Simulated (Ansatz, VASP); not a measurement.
# TaN in VASP and in Ansatz

The input INCAR:

```
ALGO     = Normal         # electronic algorithm
EDIFF    = 1E-6           # SCF threshold, eV
ENCUT    = 520            # plane-wave cutoff, eV
GGA      = PE             # functional
ISIF     = 2              # what is computed and relaxed
ISMEAR   = 0              # smearing method
LASPH    = True           # aspherical terms in the spheres
LCHARG   = False          # write CHGCAR
LREAL    = False          # projectors in reciprocal space
LWAVE    = False          # write WAVECAR
NBANDS   = 15             # bands
NELM     = 100            # most SCF steps
PREC     = Accurate       # precision mode
SIGMA    = 0.028000000000000004 # smearing width, eV
```

Contents of KPOINTS:

```
k-points
0
Gamma
  10 10 10
```

Contents of POSCAR:

```
TaN
1.0
    0.0000000000      2.2113230000      2.2113230000
    2.2113230000      0.0000000000      2.2113230000
    2.2113230000      2.2113230000      0.0000000000
Ta N
1 1
Direct
    0.5000000000      0.5000000000      0.5000000000
    0.0000000000      0.0000000000      0.0000000000
```

File input.yaml:

```yaml
crystal:
  lattice:
    - [0.0, 2.211323, 2.211323]
    - [2.211323, 0.0, 2.211323]
    - [2.211323, 2.211323, 0.0]
  atoms:
    - { symbol: Ta, position: [0.5, 0.5, 0.5] }
    - { symbol: "N", position: [0.0, 0.0, 0.0] }
hamiltonian:
  xc: pbe
  pseudopotentials: { kind: paw }
kpoints:
  mp_grid: { grid: [10, 10, 10] }
scf:
  occupations: { method: gaussian, width: 0.028 }
output:
  forces: true
  stress: true
  eigenvalues: true
  write_density: true
  write_potential: true
  elf: true
  volumetric_format: npy
```

Alike in both runs: task single point; functional PBE; k mesh 10 × 10 × 10; occupations gaussian, width 0.028 eV; no spin polarisation.

|  | VASP | Ansatz |
| --- | --- | --- |
| version | VASP 6.6.1 | Ansatz 0.2.0 |
| potentials or method | VASP PAW PBE potentials, release 64 (Ta_pv, N) | Ansatz PAW |
| plane-wave cutoff (eV) | 520 | 420 |
| valence electrons in the cell | 16 | 18 |

```tsv
	VASP	Ansatz	Ansatz less VASP
gap on the k mesh at the Fermi level (eV)	none	none	-
pressure (GPa)	-0.6	-1.4	-0.78
```

A gap of «none» marks a metal or a gap that the smearing closes. With one functional, cell and mesh, what is left measures potentials, basis and numerics. VASP's potentials hold 16 valence electrons a cell and Ansatz's 18, so a difference there can come from the potentials and not from the codes.

Neither program's run includes spin-orbit coupling.
